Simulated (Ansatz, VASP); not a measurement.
**Two plane-wave programs on W**

INCAR

```
SYSTEM = W
PREC     = Accurate       ! precision mode
ENCUT    = 520            ! plane-wave cutoff, eV
EDIFF    = 1E-6           ! SCF threshold, eV
ISMEAR   = 0              ! smearing method
SIGMA    = 0.1            ! smearing width, eV
LREAL    = .FALSE.        ! projectors in reciprocal space
LASPH    = .TRUE.         ! aspherical terms in the spheres
NELM     = 100            ! most SCF steps
ALGO     = Normal         ! electronic algorithm
ISIF     = 2              ! what is computed and relaxed
LWAVE    = .FALSE.        ! write WAVECAR
LCHARG   = .FALSE.        ! write CHGCAR
GGA      = PS             ! functional
NBANDS   = 13             ! bands
```

File KPOINTS:

```
regular mesh
0
G
  8 8 8
  0 0 0
```

Contents of POSCAR:

```
W
1.0
   -1.5861829273      1.5861829273      1.5861829273
    1.5861829273     -1.5861829273      1.5861829273
    1.5861829273      1.5861829273     -1.5861829273
W
1
Direct
    0.0000000000      0.0000000000      0.0000000000
```

Input for Ansatz:

```yaml
crystal:
  lattice:
    - [-1.5861829274, 1.5861829274, 1.5861829274]
    - [1.5861829274, -1.5861829274, 1.5861829274]
    - [1.5861829274, 1.5861829274, -1.5861829274]
  atoms:
    - { symbol: W, position: [0.0, 0.0, 0.0] }
basis:
  ecutwfc: 420
kpoints:
  mp_grid: { grid: [8, 8, 8] }
hamiltonian:
  xc: pbesol
scf:
  occupations: { method: gaussian, width: 0.1 }
output:
  forces: true
  stress: true
  eigenvalues: true
```

Alike in both runs: task single point; functional PBEsol; k mesh 8 × 8 × 8; occupations gaussian, width 0.1 eV; no spin polarisation.

```csv
,VASP,Ansatz
version,VASP 6.6.1,Ansatz 0.2.0
potentials or method,"VASP PAW PBE potentials, release 64 (W_sv), cutoff 520 eV","scalar-relativistic, plane waves, PAW"
valence electrons in the cell,14,14
```

|  | VASP | Ansatz | Ansatz less VASP |
| --- | --- | --- | --- |
| gap on the k mesh at the Fermi level (eV) | none | none | - |
| pressure (GPa) | -4.4 | -5.0 | -0.56 |

VASP's potentials were made for PBE, not for PBEsol. A gap of «none» marks a metal or a gap that the smearing closes.

Spin-orbit coupling is off throughout.
